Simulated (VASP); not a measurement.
# Au (P6_3/mmc) in VASP: further runs, part 2 of 2

VASP 6.6.1.

**3. Electric field gradients, PBE (zz strain of +3 %)**

File INCAR:

```
PREC     = Accurate       # precision mode
ENCUT    = 520            # plane-wave cutoff, eV
EDIFF    = 1E-8           # SCF threshold, eV
ISMEAR   = -1             # smearing method
SIGMA    = 0.03           # smearing width, eV
LREAL    = False          # projectors in reciprocal space
LASPH    = True           # aspherical terms in the spheres
NELM     = 100            # most SCF steps
ALGO     = Normal         # electronic algorithm
ISIF     = 2              # what is computed and relaxed
LWAVE    = False          # write WAVECAR
LCHARG   = False          # write CHGCAR
GGA      = PE             # functional
LEFG     = True         
NBANDS   = 18             # bands
```

File KPOINTS:

```
Automatic mesh
0
Gamma
  14 14 8
```

File POSCAR:

```
Au
1.0
    2.8999984104      0.0000000000      0.0000000000
   -1.4499992052      2.5114722944      0.0000000000
    0.0000000000      0.0000000000      5.0264000000
Au
2
Direct
    0.3333333333      0.6666666667      0.7500000000
    0.6666666667      0.3333333333      0.2500000000
```

Potentials or basis: VASP PAW PBE potentials, release 64 (Au).

Command:

```console
> cat potpaw_PBE.64/Au/POTCAR > POTCAR
> mpirun -np 1 vasp_std > vasp.out
```

OUTCAR:

```text
PREC = Accurate
   ENCUT = 520
   EDIFF = 1E-8
   ISMEAR = -1
   LREAL = False
   LASPH = True
   NELM = 100
   ISIF = 2
   GGA = PE

 ion  position               nearest neighbor table
   1  0.333  0.667  0.750-   2 3.02   2 3.02   2 3.02   2 3.02   2 3.02   2 3.02
   2  0.667  0.333  0.250-   1 3.02   1 3.02   1 3.02   1 3.02   1 3.02   1 3.02

  LATTYP: Found a hexagonal cell.
 ALAT       =     2.8999984104
 C/A-ratio  =     1.7332423294

  Lattice vectors:

 A1 = (   2.8999984104,   0.0000000000,   0.0000000000)
 A2 = (  -1.4499992052,   2.5114722944,   0.0000000000)
 A3 = (   0.0000000000,   0.0000000000,   5.0264000000)

Analysis of symmetry for initial positions (statically):
=====================================================================
 Subroutine PRICEL returns:
 Original cell was already a primitive cell.

 Routine SETGRP: Setting up the symmetry group for a
 hexagonal supercell.

 Subroutine GETGRP returns: Found 24 space group operations
 (whereof 12 operations were pure point group operations)
 out of a pool of 24 trial point group operations.

The static configuration has the point symmetry D_3d.
 The point group associated with its full space group is D_6h.

Analysis of symmetry for dynamics (positions and initial velocities):
=====================================================================
 Subroutine PRICEL returns:
 Original cell was already a primitive cell.

 Routine SETGRP: Setting up the symmetry group for a
 hexagonal supercell.

 Subroutine GETGRP returns: Found 24 space group operations
 (whereof 12 operations were pure point group operations)
 out of a pool of 24 trial point group operations.

The dynamic configuration has the point symmetry D_3d.
 The point group associated with its full space group is D_6h.

 Subroutine INISYM returns: Found 24 space group operations
 (whereof 12 operations are pure point group operations),
 and found     1 'primitive' translations

----------------------------------------------------------------------------------------

                                     Primitive cell

  volume of cell :      36.6086

  direct lattice vectors                    reciprocal lattice vectors
     2.899998410  0.000000000  0.000000000     0.344827775  0.199086409  0.000000000
    -1.449999205  2.511472294  0.000000000     0.000000000  0.398172818  0.000000000
     0.000000000  0.000000000  5.026400000     0.000000000  0.000000000  0.198949546

  length of vectors
     2.899998410  2.899998410  5.026400000     0.398172818  0.398172818  0.198949546

  position of ions in fractional coordinates (direct lattice)
     0.333333333  0.666666667  0.750000000
     0.666666667  0.333333333  0.250000000

  ion indices of the primitive-cell ions
   primitive index   ion index
                 1           1
                 2           2

[... 75 lines left out ...]
   IBRION =     -1    ionic relax: 0-MD 1-quasi-New 2-CG
   NFREE  =      0    steps in history (QN), initial steepest desc. (CG)
   ISIF   =      2    stress and relaxation
   ISYM   =      2    0-nonsym 1-usesym 2-fastsym
   POTIM  = 0.5000    time-step for ionic-motion
   TEBEG  =    0.0;   TEEND  =   0.0 temperature during run
   PSTRESS=    0.0 pullay stress
   NELECT =      22.0000    total number of electrons
   NUPDOWN=      -1.0000    fix difference up-down
   EMIN   =  10.00;   EMAX   =-10.00  energy-range for DOS
   EFERMI =   0.00;   METHOD = LEGACY
   ISMEAR =    -1;   SIGMA  =   0.03  broadening in eV -4-tet -1-fermi 0-gaus
   EFERMI_NEDOS =   21; number of points for ismear=-14 and -15
   IALGO  =     38    algorithm
   IMIX   =      4    mixing-type and parameters
     AMIX     =   0.40;   BMIX     =  1.00
     AMIX_MAG =   1.60;   BMIX_MAG =  1.00
  volume/ion in A,a.u.               =      18.30       123.52
  Fermi-wavevector in a.u.,A,eV,Ry     =   1.381512  2.610679 25.967745  1.908575
  Thomas-Fermi vector in A             =   2.506289
   LORBIT       =      0    0 simple, 1 ext, 2 COOP (PROOUT), +10 PAW based schemes
   GGA     = PE    functional components
   LHFCALC =     F    Hartree Fock is set to
   AEXX    =    0.0000 exact exchange contribution
   IVDW    =     0    specifies the selected vdW correction
   LEPSILON=     F    determine dielectric tensor
   LRPA    =     F    only Hartree local field effects (RPA)
 non-spin polarized calculation
  energy-cutoff  :      520.00
  volume of cell :       36.61
 maximum number of plane-waves:      1009
 NGX is ok and might be reduce to    24
   NGX = 11   NGY = 11   NGZ = 19

 number of electron      22.0000006 magnetization

 Free energy of the ion-electron system (eV)
  ---------------------------------------------------
  ext. energy  EPLUGINS =         0.00000000
  ---------------------------------------------------
  free energy    TOTEN  =        -6.41365337 eV

  energy without entropy =       -6.41101332  energy(sigma->0) =       -6.41233335

 E-fermi :   8.3777     XC(G=0): -12.2876

 val. band max:        8.3062683283   @ k =   0.3571   0.1429   0.1250
 cond. band min:       8.4073375939   @ k =   0.3571   0.1429   0.2500
 fundamental gap:      0.1010692656
 Fermi energy:         8.3777382255

 k-point     1 :       0.0000    0.0000    0.0000
  band No.  band energies     occupation
      1      -0.8014      2.00000
      2       1.4457      2.00000
      3       3.6862      2.00000
      4       4.0758      2.00000
      5       4.0758      2.00000
      6       4.3155      2.00000
[... 481 lines left out ...]
      5       3.9445      2.00000
      6       4.0374      2.00000
[... 10 lines left out ...]
     17      18.9070      0.00000
     18      19.0922      0.00000

 [... further k-points ...]

------------------------ aborting loop because EDIFF is reached ----------------------------------------

  FORCE on cell =-STRESS in cart. coord.  units (eV):
  Direction    XX          YY          ZZ          XY          YZ          ZX
  --------------------------------------------------------------------------------------
  -------------------------------------------------------------------------------------
  Total       -0.3114450     -0.3114450     -0.6709722      0.0000000      0.0000000      0.0000000
  in kB      -13.6304024    -13.6304024    -29.3651273      0.0000000      0.0000000      0.0000000
  external PRESSURE =     -18.8753107 kB  Pullay stress =       0.0000000 kB

 VOLUME and BASIS-vectors are now :
 -----------------------------------------------------------------------------
  energy-cutoff  :      520.00
  volume of cell :       36.61
      direct lattice vectors                 reciprocal lattice vectors
     2.899998410  0.000000000  0.000000000     0.344827775  0.199086409  0.000000000
    -1.449999205  2.511472294  0.000000000     0.000000000  0.398172818  0.000000000
     0.000000000  0.000000000  5.026400000     0.000000000  0.000000000  0.198949546

 POSITION                                       TOTAL-FORCE (eV/Angst)
 -----------------------------------------------------------------------------------
     -0.00000      1.67431      3.76980         0.000000      0.000000      0.000000
      1.45000      0.83716      1.25660        -0.000000     -0.000000      0.000000
 -----------------------------------------------------------------------------------
    total drift:                               -0.000000      0.000000     -0.000000

  FREE ENERGIE OF THE ION-ELECTRON SYSTEM (eV)
  ---------------------------------------------------
  free  energy   TOTEN  =        -6.4136533725 eV

  energy  without entropy=       -6.4110133194  energy(sigma->0) =       -6.41233335

 Electric field gradients (V/A^2)
---------------------------------------------------------------------
 ion       V_xx      V_yy      V_zz      V_xy      V_xz      V_yz
---------------------------------------------------------------------
   1     -18.484   -18.484    36.968    -0.000     0.000    -0.000
   2     -18.484   -18.484    36.968    -0.000    -0.000     0.000
---------------------------------------------------------------------

 Electric field gradients after diagonalization (V/A^2)
 (convention: |V_zz| > |V_xx| > |V_yy|)
----------------------------------------------------------------------
 ion       V_xx      V_yy      V_zz     asymmetry (V_yy - V_xx)/ V_zz
----------------------------------------------------------------------
   1     -18.484   -18.484    36.968       0.000
   2     -18.484   -18.484    36.968       0.000
----------------------------------------------------------------------

           NMR quadrupolar parameters

 Cq : quadrupolar parameter    Cq=e*Q*V_zz/h
 eta: asymmetry parameters     (V_yy - V_xx)/ V_zz
 Q  : nuclear electric quadrupole moment in mb (millibarn)
----------------------------------------------------------------------
 ion       Cq(MHz)       eta       Q (mb)
----------------------------------------------------------------------
   1       0.089       0.000       1.000
   2       0.089       0.000       1.000
----------------------------------------------------------------------
```

Run time: 32 s. Hardware: 1 thread of AMD EPYC 9R45 (Zen 5), shared host; peak memory 0.18 GiB.

What came out:

- Free energy: -6.4137 eV
- Pressure: -1.9 GPa
- Band gap on the k mesh: zero (band 11 reaches 12.09 eV, above the bottom of band 12 at 5.81 eV)

Levels at points of the mesh, in eV from the Fermi level:
```
           k point  band 8  band 9  band 10  band 11  band 12  band 13  band 14  band 15
(0.00, 0.00, 0.00)   -3.25   -3.25    -2.18    -2.18    -1.05     1.92    14.74    15.00
(0.50, 0.00, 0.00)   -2.05   -1.80    -1.67     0.40     1.52     5.33     6.66     6.86
(0.00, 0.00, 0.50)   -4.31   -2.57    -2.57    -2.57    -2.57     9.44     9.44    15.02
(0.50, 0.00, 0.50)   -2.37   -1.73    -1.73     0.60     0.60     3.64     3.64    12.42
```

Electric field gradients, principal values (V/Å²):
```csv
atom,least,middle,greatest (by size)
1 Au,-18.484,-18.484,36.968
2 Au,-18.484,-18.484,36.968
```

Caveat: the cell differs from its parent crystal (zz strain of +3 %); without QUAD_EFG the Cq values of the log hold for a quadrupole moment of 1 mb, not for the nuclei; spin-orbit coupling is left out, which moves the levels of the heavy elements.

**4. Electric field gradients, PBE (volume scaled by 0.9405)**

File INCAR:

```
PREC = Accurate
ENCUT = 520
EDIFF = 1E-8
ISMEAR = -1
SIGMA = 0.03
LREAL = F
LASPH = T
NELM = 80
ALGO = Normal
ISIF = 2
LWAVE = F
LCHARG = F
GGA = PE
LEFG = T
NBANDS = 18
```

File KPOINTS:

```
regular mesh
0
Gamma
  14 14 8
```

File POSCAR:

```
Au
1.0
    2.8413017565      0.0000000000      0.0000000000
   -1.4206508782      2.4606395010      0.0000000000
    0.0000000000      0.0000000000      4.7812276454
Au
2
Direct
    0.3333333333      0.6666666667      0.7500000000
    0.6666666667      0.3333333333      0.2500000000
```

Potentials or basis: VASP PAW PBE potentials, release 64 (Au).

Command:

```console
> cat potpaw_PBE.64/Au/POTCAR > POTCAR
> mpirun -np 1 vasp_std > vasp.out
```

OUTCAR:

```text
PREC = Accurate
   ENCUT = 520
   EDIFF = 1E-8
   ISMEAR = -1
   LREAL = F
   LASPH = T
   NELM = 80
   ISIF = 2
   GGA = PE

 ion  position               nearest neighbor table
   1  0.333  0.667  0.750-   2 2.90   2 2.90   2 2.90   2 2.90   2 2.90   2 2.90
   2  0.667  0.333  0.250-   1 2.90   1 2.90   1 2.90   1 2.90   1 2.90   1 2.90

  LATTYP: Found a hexagonal cell.
 ALAT       =     2.8413017565
 C/A-ratio  =     1.6827595430

  Lattice vectors:

 A1 = (   2.8413017565,   0.0000000000,   0.0000000000)
 A2 = (  -1.4206508782,   2.4606395010,   0.0000000000)
 A3 = (   0.0000000000,   0.0000000000,   4.7812276454)

Analysis of symmetry for initial positions (statically):
=====================================================================
 Subroutine PRICEL returns:
 Original cell was already a primitive cell.

 Routine SETGRP: Setting up the symmetry group for a
 hexagonal supercell.

 Subroutine GETGRP returns: Found 24 space group operations
 (whereof 12 operations were pure point group operations)
 out of a pool of 24 trial point group operations.

The static configuration has the point symmetry D_3d.
 The point group associated with its full space group is D_6h.

Analysis of symmetry for dynamics (positions and initial velocities):
=====================================================================
 Subroutine PRICEL returns:
 Original cell was already a primitive cell.

 Routine SETGRP: Setting up the symmetry group for a
 hexagonal supercell.

 Subroutine GETGRP returns: Found 24 space group operations
 (whereof 12 operations were pure point group operations)
 out of a pool of 24 trial point group operations.
[... 159 lines left out ...]
      1      -0.2634      2.00000
      2       2.2098      2.00000
      3       4.8010      2.00000
      4       5.1034      2.00000
      5       5.1034      2.00000
      6       5.4249      2.00000
[... 481 lines left out ...]
      5       4.8916      2.00000
      6       5.0267      2.00000
[... 10 lines left out ...]
     17      21.1058      0.00000
     18      21.2889      0.00000

 [... further k-points ...]

------------------------ aborting loop because EDIFF is reached ----------------------------------------

  FORCE on cell =-STRESS in cart. coord.  units (eV):
  Direction    XX          YY          ZZ          XY          YZ          ZX
  --------------------------------------------------------------------------------------
  -------------------------------------------------------------------------------------
  Total        2.6994138      2.6994138      2.3655663      0.0000000     -0.0000000      0.0000000
  in kB      129.3824214    129.3824214    113.3811688      0.0000000     -0.0000000      0.0000000
  external PRESSURE =     124.0486705 kB  Pullay stress =       0.0000000 kB

 VOLUME and BASIS-vectors are now :
 -----------------------------------------------------------------------------
  energy-cutoff  :      520.00
  volume of cell :       33.43
      direct lattice vectors                 reciprocal lattice vectors
     2.841301757  0.000000000  0.000000000     0.351951354  0.203199209  0.000000000
    -1.420650878  2.460639501  0.000000000     0.000000000  0.406398418  0.000000000
     0.000000000  0.000000000  4.781227645     0.000000000  0.000000000  0.209151305

 POSITION                                       TOTAL-FORCE (eV/Angst)
 -----------------------------------------------------------------------------------
     -0.00000      1.64043      3.58592        -0.000000      0.000000      0.000000
      1.42065      0.82021      1.19531         0.000000     -0.000000      0.000000
 -----------------------------------------------------------------------------------
    total drift:                               -0.000000      0.000000     -0.000000

  FREE ENERGIE OF THE ION-ELECTRON SYSTEM (eV)
  ---------------------------------------------------
  free  energy   TOTEN  =        -6.3270475415 eV

  energy  without entropy=       -6.3234331276  energy(sigma->0) =       -6.32524033

 Electric field gradients (V/A^2)
---------------------------------------------------------------------
 ion       V_xx      V_yy      V_zz      V_xy      V_xz      V_yz
---------------------------------------------------------------------
   1     -15.037   -15.037    30.074    -0.000     0.000    -0.000
   2     -15.037   -15.037    30.074    -0.000    -0.000     0.000
---------------------------------------------------------------------

 Electric field gradients after diagonalization (V/A^2)
 (convention: |V_zz| > |V_xx| > |V_yy|)
----------------------------------------------------------------------
 ion       V_xx      V_yy      V_zz     asymmetry (V_yy - V_xx)/ V_zz
----------------------------------------------------------------------
   1     -15.037   -15.037    30.074       0.000
   2     -15.037   -15.037    30.074       0.000
----------------------------------------------------------------------

           NMR quadrupolar parameters

 Cq : quadrupolar parameter    Cq=e*Q*V_zz/h
 eta: asymmetry parameters     (V_yy - V_xx)/ V_zz
 Q  : nuclear electric quadrupole moment in mb (millibarn)
----------------------------------------------------------------------
 ion       Cq(MHz)       eta       Q (mb)
----------------------------------------------------------------------
   1       0.073       0.000       1.000
   2       0.073       0.000       1.000
----------------------------------------------------------------------
```

OSZICAR:

```text
N       E                     dE             d eps       ncg     rms          rms(c)
DAV:   1     0.125185280061E+03    0.12519E+03   -0.11830E+04  4320   0.119E+03
DAV:   2    -0.475852344092E+01   -0.12994E+03   -0.12416E+03  4576   0.265E+02
DAV:   3    -0.686079909116E+01   -0.21023E+01   -0.20896E+01  5078   0.341E+01
DAV:   4    -0.686975057767E+01   -0.89515E-02   -0.89505E-02  4758   0.232E+00
DAV:   5    -0.686983096705E+01   -0.80389E-04   -0.80390E-04  4890   0.234E-01    0.141E+01
DAV:   6    -0.637234637914E+01    0.49748E+00   -0.88083E-01  4440   0.874E+00    0.889E+00
DAV:   7    -0.633242741045E+01    0.39919E-01   -0.12711E-01  4736   0.332E+00    0.327E+00
DAV:   8    -0.632707091429E+01    0.53565E-02   -0.13968E-02  4464   0.101E+00    0.403E-01
DAV:   9    -0.632703444533E+01    0.36469E-04   -0.64429E-05  4776   0.708E-02    0.359E-02
DAV:  10    -0.632704744648E+01   -0.13001E-04   -0.55152E-06  4806   0.230E-02    0.255E-03
DAV:  11    -0.632704754862E+01   -0.10214E-06   -0.30323E-07  4930   0.436E-03    0.105E-03
DAV:  12    -0.632704754146E+01    0.71682E-08   -0.49742E-09  3072   0.628E-04
   1 F= -.63270475E+01 E0= -.63252403E+01  d E =-.361441E-02
```

stdout:

```text
POSCAR found type information on POSCAR Au
 POSCAR found :  1 types and       2 ions
 scaLAPACK will be used
 LDA part: xc-table for (Slater+PW92), standard interpolation
 POSCAR, INCAR and KPOINTS ok, starting setup
 FFT: planning ... GRIDC
 FFT: planning ... GRID_SOFT
 FFT: planning ... GRID
 WAVECAR not read
 entering main loop
ion   1

ion   2
```

Run time: 32 s. Hardware: 1 thread of Intel Xeon 6975P-C, shared host; peak memory 0.19 GiB.

What came out:

```yaml
Free_energy: -6.3270 eV
Pressure: 12.4 GPa
Band_gap_on_the_k_mesh: zero (band 11 reaches 13.80 eV, above the bottom of band 12 at 7.09 eV)
```

Electric field gradients, principal values (V/Å²):
| atom | least | middle | greatest (by size) |
| --- | --- | --- | --- |
| 1 Au | -15.037 | -15.037 | 30.074 |
| 2 Au | -15.037 | -15.037 | 30.074 |

Caveat: without QUAD_EFG the Cq values of the log hold for a quadrupole moment of 1 mb, not for the nuclei; spin-orbit coupling is left out, which moves the levels of the heavy elements.
